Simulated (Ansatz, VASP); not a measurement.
AlN in VASP and in Ansatz

```
CELL_PARAMETERS angstrom
-1.65675 2.86957 0.00000
0.00000 0.00000 4.18746
4.97025 2.86957 0.00000
ATOMIC_POSITIONS crystal
Al 0.47726 0.75000 0.05768
Al 0.00000 0.75000 0.66667
Al 0.00000 0.25000 0.33333
Al 0.50000 0.25000 0.83333
N 0.50000 0.25000 0.16667
N 0.00000 0.25000 0.66667
N 0.00000 0.75000 0.33333
N 0.50000 0.75000 0.83333
```

Alike in both runs: task single point; functional PBE; k mesh 8 × 6 × 4; occupations gaussian, width 0.05 eV; no spin polarisation.

|  | VASP | Ansatz |
| --- | --- | --- |
| version | VASP 6.6.1 | Ansatz 0.2.0 |
| potentials or method | VASP PAW PBE potentials, release 64 (Al, N), cutoff 520 eV | scalar-relativistic, plane waves, PAW |
| valence electrons in the cell | 32 | 32 |

Ansatz gave:

* gap on the k mesh at the Fermi level (eV): 1.26
* least direct gap on the mesh (eV): 1.32
* rms of the force components (eV/Å): 12.786

Question: Which values does VASP return?

Answer: gap on the k mesh at the Fermi level (eV): 1.28; least direct gap on the mesh (eV): 1.33; rms of the force components (eV/Å): 12.471.

Atom by atom the forces differ by 0.317 eV/Å (rms over components).
